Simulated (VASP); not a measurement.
**CaO (Lime): relaxation of cell and atoms with PBEsol**

Crystal: CaO (Lime).

```xyz
2
Lattice="0.0000 2.4065 2.4065 2.4065 0.0000 2.4065 2.4065 2.4065 0.0000" Properties=species:S:1:pos:R:3 pbc="T T T"
Ca    0.0000    0.0000    0.0000
O     2.4065    2.4065    2.4065
```

```yaml
Program: VASP 6.6.1
Task: relaxation of cell and atoms
Functional: PBEsol
Potentials_or_basis: VASP PAW PBE potentials, release 64 (Ca_sv, O)
Cutoff: 600 eV
k_mesh: 6 × 6 × 6
Occupations: fermi-dirac, width 0.01 eV
Spin: no spin polarisation
Dipole_correction: no
Further_INCAR_settings: ALGO = Normal; EDIFF = 1e-06; IBRION = 2; EDIFFG = -0.01; NSW = 80; ISIF = 3
```

- Relaxed volume: 13.61 Å³/atom
- Relaxed cell: a = 3.376 Å, b = 3.376 Å, c = 3.376 Å, α = 60.00°, β = 60.00°, γ = 60.00°
- Space group after relaxing (to 0.05 Å): Fm-3m (No. 225)
- Energy gained by relaxing: 2.8 meV/atom
- Ionic steps: 3
- Pressure after relaxing: 0.0 GPa
- Band gap on the k mesh: 3.53 eV, indirect (least direct gap 3.90 eV)

The path:
```csv
step,energy change (eV),largest force (eV/Å),pressure (GPa),volume (Å³)
1,0.0000,0.0000,-2.61,27.87
2,-0.0047,0.0000,1.07,26.97
3,-0.0055,0.0000,0.00,27.21
```

Final structure:
```
Ca O
1.0
     0.00000    2.38734    2.38734
     2.38734    0.00000    2.38734
     2.38734    2.38734    0.00000
Ca O
1 1
Direct
  0.00000 0.00000 0.00000
  0.50000 0.50000 0.50000
```

Levels at points of the mesh, in eV from the valence-band top:
```tsv
k point	band 4	band 5	band 6	band 7	band 8	band 9	band 10	band 11	band 12
(0.00, 0.00, 0.00)	-18.13	-15.48	0.00	0.00	0.00	4.73	6.24	6.24	6.24
(0.50, 0.00, 0.00)	-18.19	-14.16	-2.74	-1.26	-1.26	7.11	8.48	8.48	8.48
(0.50, 0.50, 0.00)	-18.38	-15.24	-1.31	-0.37	-0.37	3.53	8.19	9.04	9.73
```

Run time: 22 s on 1 thread of Intel Xeon 6975P-C, with other jobs on the host, peak memory 0.16 GiB.

Caveat: the PAW data sets were made with another functional, which shifts forces and pressure a little. A k mesh can miss the band edges.
